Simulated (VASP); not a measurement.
# Zr32CN30 (a cell with a defect) in VASP: a series of runs

The runs below take Zr32CN30 (a cell with a defect) through relaxation of the atoms, with PBE.

Program: VASP 6.6.1. These are calculated values, not measurements. Logs are shortened: lines on timing, memory, paths and dates and some standing lists are left out, and cuts for length are marked.

**1. The cell of the first run**

The cell holds a defect, 63 atoms: a = 9.220 Å, b = 9.220 Å, c = 9.220 Å, α = 90.00°, β = 90.00°, γ = 90.00°.

**2. Relaxation of the atoms, PBE**

File INCAR:

```
SYSTEM = Zr32CN30
  ALGO = Normal
  EDIFF = 1E-6
  EDIFFG = -0.03
  ENCUT = 520
  GGA = PE
  IBRION = 2
  ISIF = 2
  ISMEAR = -1
  LASPH = .TRUE.
  LCHARG = .FALSE.
  LREAL = Auto
  LUSENCCL = .FALSE.
  LWAVE = .FALSE.
  NELECT = 536.0
  NELM = 80
  NSW = 80
  PREC = Accurate
  SIGMA = 0.02
```

File KPOINTS:

```
k-points
0
G
  1 1 1
  0 0 0
```

File POSCAR:

```
Zr32CN30
1.0
    9.2200000000      0.0000000000      0.0000000000
    0.0000000000      9.2200000000      0.0000000000
    0.0000000000      0.0000000000      9.2200000000
Zr N C
32 30 1
Direct
    0.5032859000      0.0023229000     -0.0024444000
    0.7480136000      0.2499178000     -0.0004349000
    0.7537443000      0.0003669000      0.2445764000
    0.0012472000     -0.0008918000     -0.0018811000
    0.2514575000      0.2550959000     -0.0063565000
    0.4948057000      0.4985732000     -0.0007338000
    0.7535320000      0.7525090000      0.0055569000
    0.2495169000      0.0034035000      0.2495308000
    0.4989316000      0.2501142000      0.2445171000
    0.7464850000      0.4987883000      0.2523523000
    0.5040991000      0.0016735000      0.5057184000
    0.7489579000      0.2467170000      0.5029411000
    0.7520469000     -0.0001538000      0.7539358000
   -0.0016849000      0.5033817000      0.0048781000
    0.2450544000      0.7482296000     -0.0031135000
    0.0035306000      0.2519811000      0.2528081000
    0.2502008000      0.5003432000      0.2523174000
    0.5050443000      0.7473934000      0.2437368000
   -0.0018726000      0.0034906000      0.5019988000
    0.2491610000      0.2520785000      0.5049849000
    0.5016818000      0.5038423000      0.4998391000
    0.7501689000      0.7517859000      0.4930652000
    0.2429706000      0.0018981000      0.7519264000
    0.5032406000      0.2474155000      0.7522489000
    0.7465025000      0.4954411000      0.7584344000
   -0.0046387000      0.7468674000      0.2508176000
   -0.0022041000      0.5006587000      0.4942007000
    0.2519326000      0.7521609000      0.4928113000
    0.0051522000      0.2523917000      0.7505844000
    0.2502560000      0.5014803000      0.7501440000
    0.4996652000      0.7536532000      0.7509726000
   -0.0010031000      0.7459422000      0.7492527000
    0.7539996000      0.2438573000      0.2520473000
    0.0026247000      0.5045549000      0.2484967000
   -0.0003873000      0.2513638000      0.5064849000
    0.2504656000      0.2475136000      0.2462219000
    0.4995790000      0.5048830000      0.2516146000
    0.7477624000      0.7506169000      0.2493076000
   -0.0043483000     -0.0069222000      0.2533155000
    0.4947189000      0.2520622000      0.4995329000
    0.7435681000      0.4951528000      0.5019007000
    0.0055102000      0.7498866000      0.5008214000
    0.7459526000      0.2488094000      0.7519348000
   -0.0006286000      0.4996093000      0.7520926000
   -0.0003341000      0.2507040000      0.0009967000
    0.5000081000     -0.0029881000      0.2517396000
    0.2478552000      0.5002826000      0.4976290000
    0.7537938000      0.0039186000      0.5026466000
    0.2548321000      0.2490212000      0.7482572000
    0.5006261000      0.4976779000      0.7462039000
    0.7496132000      0.7411781000      0.7505614000
    0.0007199000     -0.0010667000      0.7455810000
    0.4970451000      0.2420821000     -0.0036326000
    0.7475091000      0.4986877000      0.0011020000
   -0.0007067000      0.7491625000      0.0008984000
    0.2547863000     -0.0019545000      0.4969799000
    0.2550202000      0.7456354000      0.7483758000
    0.5072643000     -0.0004900000      0.7520053000
    0.2497933000      0.5051581000     -0.0051880000
    0.5016319000      0.7505511000      0.0001394000
    0.7570155000     -0.0000624000      0.0006488000
    0.2527895000     -0.0054152000      0.0007371000
    0.2452234000      0.7471392000      0.2503167000
```

Potentials or basis: VASP PAW PBE potentials, release 64 (Zr_sv, N, C).

Run with:

```sh
cat potpaw_PBE.64/Zr_sv/POTCAR potpaw_PBE.64/N/POTCAR potpaw_PBE.64/C/POTCAR > POTCAR
mpirun -np 1 vasp_gam > vasp.out
```

OUTCAR:

```text
SYSTEM = Zr32CN30
   EDIFF = 1E-6
   EDIFFG = -0.03
   ENCUT = 520
   GGA = PE
   IBRION = 2
   ISIF = 2
   ISMEAR = -1
   LASPH = .TRUE.
   LREAL = Auto
   NELECT = 536.0
   NELM = 80
   NSW = 80
   PREC = Accurate

 ion  position               nearest neighbor table
   1  0.503  0.002  0.998-  53 2.21  58 2.26  62 2.31  60 2.32  61 2.34  46 2.34  24 3.20   2 3.21
                            13 3.21   9 3.23  31 3.23   3 3.24   7 3.26  18 3.27   5 3.29   8 3.30
   2  0.748  0.250  1.000-  43 2.28  54 2.29  61 2.31  53 2.32  45 2.32  33 2.33  25 3.17  24 3.21
                             1 3.21   9 3.22   3 3.22  13 3.23  10 3.27   6 3.27  14 3.28   4 3.29
   3  0.754  0.000  0.245-  39 2.23  33 2.25  61 2.25  38 2.30  46 2.34  48 2.38   7 3.17   4 3.22
                             2 3.22  26 3.23  22 3.24   1 3.24  16 3.27  18 3.27  19 3.27   9 3.29
   4  0.001  0.999  0.998-  61 2.25  55 2.30  62 2.32  45 2.32  52 2.33  39 2.35  23 3.18  13 3.22
                             3 3.22   7 3.22  15 3.23   8 3.26  29 3.27  32 3.27   2 3.29  26 3.29
   5  0.251  0.255  0.994-  49 2.26  53 2.27  59 2.31  45 2.32  36 2.33  62 2.40   6 3.17  29 3.19
                            30 3.19  24 3.22  23 3.23   9 3.25  14 3.27  17 3.29   1 3.29   4 3.30
   6  0.495  0.499  0.999-  59 2.26  60 2.32  37 2.33  54 2.33  50 2.33  53 2.37   5 3.17  25 3.21
                            18 3.22  30 3.22   9 3.22  17 3.24  24 3.25  15 3.26   2 3.27  31 3.28
   7  0.754  0.753  0.006-  38 2.25  55 2.27  61 2.28  60 2.32  54 2.34  51 2.35  18 3.17   3 3.17
                            26 3.18  14 3.22   4 3.22  13 3.25   1 3.26  10 3.26  32 3.27  25 3.29
   8  0.250  0.003  0.250-  36 2.25  56 2.28  62 2.30  46 2.31  39 2.34  63 2.36  16 3.22  28 3.22
                             9 3.23   4 3.26  19 3.28  20 3.29   1 3.30   5 3.31  15 3.31  26 3.33
   9  0.499  0.250  0.245-  53 2.29  36 2.29  46 2.33  37 2.35  40 2.35  33 2.35   6 3.22   2 3.22
[... 76 lines left out ...]
  62  0.253  0.995  0.001-  15 2.27   8 2.30  23 2.30   1 2.31   4 2.32   5 2.40
  63  0.245  0.747  0.250-  28 2.24  17 2.28  26 2.30  15 2.34   8 2.36  18 2.40

  LATTYP: Found a simple cubic cell.
 ALAT       =     9.2200000000

  Lattice vectors:

 A1 = (   9.2200000000,   0.0000000000,   0.0000000000)
 A2 = (   0.0000000000,   9.2200000000,   0.0000000000)
 A3 = (   0.0000000000,   0.0000000000,   9.2200000000)

Analysis of symmetry for initial positions (statically):
=====================================================================
 Subroutine PRICEL returns:
 Original cell was already a primitive cell.

 Routine SETGRP: Setting up the symmetry group for a
 simple cubic supercell.

 Subroutine GETGRP returns: Found  1 space group operations
 (whereof  1 operations were pure point group operations)
 out of a pool of 48 trial point group operations.

The static configuration has the point symmetry C_1 .

Analysis of symmetry for dynamics (positions and initial velocities):
=====================================================================
 Subroutine PRICEL returns:
[... 239 lines left out ...]
 non-spin polarized calculation
  energy-cutoff  :      520.00
  volume of cell :      783.78
 maximum number of plane-waves:     10540
 NGX is ok and might be reduce to    70
   NGX = 35   NGY = 35   NGZ = 35

--------------------------------------- Ionic step        1  -------------------------------------------

 number of electron     535.9999987 magnetization

 Free energy of the ion-electron system (eV)
  ---------------------------------------------------
  ext. energy  EPLUGINS =         0.00000000
  ---------------------------------------------------
  free energy    TOTEN  =      -660.05687551 eV

  energy without entropy =     -660.05540816  energy(sigma->0) =     -660.05614183

------------------------ aborting loop because EDIFF is reached ----------------------------------------

  FORCE on cell =-STRESS in cart. coord.  units (eV):
  Direction    XX          YY          ZZ          XY          YZ          ZX
  --------------------------------------------------------------------------------------
  -------------------------------------------------------------------------------------
  Total      -30.0407977    -28.9563474    -26.7391191      0.2240804      0.2548682     -0.2187633
  in kB      -61.4086118    -59.1918070    -54.6594068      0.4580592      0.5209949     -0.4471903
  external PRESSURE =     -58.4199419 kB  Pullay stress =       0.0000000 kB
[... 272 lines left out ...]
  FREE ENERGIE OF THE ION-ELECTRON SYSTEM (eV)
  ---------------------------------------------------
  free  energy   TOTEN  =      -662.0260955423 eV

  energy  without entropy=     -662.0260955168  energy(sigma->0) =     -662.02609553

[... ionic steps 4 to 9 ...]

--------------------------------------- Ionic step       10  -------------------------------------------

 number of electron     535.9999965 magnetization

------------------------ aborting loop because EDIFF is reached ----------------------------------------
[... 189 lines left out ...]
--------------------------------------- Ionic step       12  -------------------------------------------

 number of electron     535.9999965 magnetization

 Free energy of the ion-electron system (eV)
  ---------------------------------------------------
  ext. energy  EPLUGINS =         0.00000000
  ---------------------------------------------------
  free energy    TOTEN  =      -662.30908019 eV

  energy without entropy =     -662.30908018  energy(sigma->0) =     -662.30908018

 E-fermi :  12.1721     XC(G=0): -12.3475

 val. band max:       11.7547068158   @ k =   0.0000   0.0000   0.0000
 cond. band min:      12.5913963408   @ k =   0.0000   0.0000   0.0000
 fundamental gap:      0.8366895250
 Fermi energy:        12.1721302442

 k-point     1 :       0.0000    0.0000    0.0000
  band No.  band energies     occupation
      1     -38.4090      2.00000
      2     -38.3775      2.00000
      3     -38.3478      2.00000
      4     -38.3403      2.00000
      5     -38.3153      2.00000
      6     -38.3089      2.00000
[... 272 lines left out ...]
    279      12.8998      0.00000
    280      12.9081      0.00000
 [bands above 280 left out]

------------------------ aborting loop because EDIFF is reached ----------------------------------------

  FORCE on cell =-STRESS in cart. coord.  units (eV):
  Direction    XX          YY          ZZ          XY          YZ          ZX
  --------------------------------------------------------------------------------------
  -------------------------------------------------------------------------------------
  Total      -32.5093130    -32.8116316    -32.5108210      0.0011473     -0.0016057     -0.1479286
  in kB      -66.4546861    -67.0726779    -66.4577687      0.0023453     -0.0032823     -0.3023917
  external PRESSURE =     -66.6617109 kB  Pullay stress =       0.0000000 kB
[... 78 lines left out ...]
  FREE ENERGIE OF THE ION-ELECTRON SYSTEM (eV)
  ---------------------------------------------------
  free  energy   TOTEN  =      -662.3090801851 eV

  energy  without entropy=     -662.3090801830  energy(sigma->0) =     -662.30908018

 reached required accuracy - stopping structural energy minimisation
```

Run time: 14 min. Hardware: 1 × NVIDIA H100 80GB with 1 thread of AMD EPYC 7R13 (Zen 3), shared host; peak memory 1.6 GiB.

What came out:

```yaml
Free_energy: -662.3091 eV
Energy_gained_by_relaxing: 35.7 meV/atom
Ionic_steps: 12
Largest_force_after_relaxing: 0.025 eV/Å
```

Forces in eV/Å, atoms in the order of the input:
```
Zr  -0.001 -0.008  0.015
Zr  -0.003 -0.001 -0.015
Zr  -0.009  0.001 -0.012
Zr  -0.006 -0.002 -0.007
Zr  -0.008  0.002  0.008
Zr  -0.004  0.015  0.007
Zr   0.001  0.011 -0.001
Zr   0.015 -0.008  0.005
Zr  -0.001 -0.008  0.011
Zr   0.003 -0.001  0.009
Zr  -0.006  0.003 -0.005
Zr  -0.017  0.007  0.005
Zr  -0.004  0.007 -0.010
Zr   0.005 -0.002  0.005
Zr   0.009  0.000 -0.008
Zr   0.022 -0.002  0.002
Zr   0.008 -0.023  0.004
Zr   0.000  0.006  0.004
Zr  -0.002 -0.004  0.002
Zr   0.011 -0.005 -0.004
Zr   0.012 -0.009 -0.006
Zr   0.004 -0.010 -0.004
Zr  -0.022 -0.005  0.009
Zr   0.013  0.004 -0.012
Zr   0.002  0.001 -0.004
Zr  -0.020 -0.009  0.011
Zr   0.002  0.002  0.000
Zr   0.002  0.006  0.008
Zr  -0.004  0.008 -0.007
Zr  -0.008  0.007  0.016
Zr   0.000  0.002  0.014
Zr   0.004 -0.004 -0.008
N    0.001  0.004 -0.002
N    0.007 -0.007  0.005
N   -0.001 -0.002 -0.003
N    0.003  0.000  0.001
N    0.009  0.007  0.000
N   -0.012 -0.006 -0.004
N   -0.003  0.004 -0.002
N   -0.003 -0.005 -0.005
N    0.003  0.013 -0.005
N    0.002  0.004 -0.005
N   -0.003 -0.006 -0.001
N    0.006  0.000 -0.005
N    0.000  0.001  0.000
N   -0.009  0.012  0.002
N    0.006 -0.003 -0.004
N   -0.003  0.002 -0.003
N   -0.013 -0.001 -0.003
N    0.002  0.008 -0.002
N    0.008 -0.004 -0.005
N    0.005 -0.004  0.000
N   -0.003 -0.003 -0.003
N    0.001  0.000  0.001
N   -0.001  0.007 -0.006
N   -0.003 -0.004  0.004
N    0.000 -0.002  0.000
N    0.001  0.003  0.004
N    0.001 -0.008 -0.002
N   -0.003 -0.002  0.006
N   -0.003 -0.004 -0.003
N   -0.002  0.001  0.001
C    0.005  0.018  0.008
```

Step by step:
```csv
step,energy change (eV),largest force (eV/Å),pressure (GPa)
1,0.0000,2.0514,-5.84
2,-1.9453,0.7222,-6.67
3,-1.9692,0.8132,-6.65
4,-2.1814,0.3654,-6.67
5,-2.1814,0.3619,-6.67
6,-2.2301,0.1438,-6.65
7,-2.2304,0.1624,-6.64
8,-2.2448,0.0733,-6.66
9,-2.2477,0.0755,-6.66
10,-2.2510,0.0470,-6.67
11,-2.2510,0.0538,-6.67
12,-2.2522,0.0249,-6.67
```

Levels at points of the mesh, in eV from the Fermi level:
| k point | band 266 | band 267 | band 268 | band 269 | band 270 | band 271 |
| --- | --- | --- | --- | --- | --- | --- |
| (0.00, 0.00, 0.00) | -0.45 | -0.45 | -0.42 | 0.42 | 0.45 | 0.45 |

Caveat: the k points lie up to 0.68 Å⁻¹ apart; the cell carries a net charge on a neutralising background, which shifts energy and pressure; the cell is charged against a uniform background, so pressure and absolute levels hang on convention.

(Part 1 of 2 ends here.)
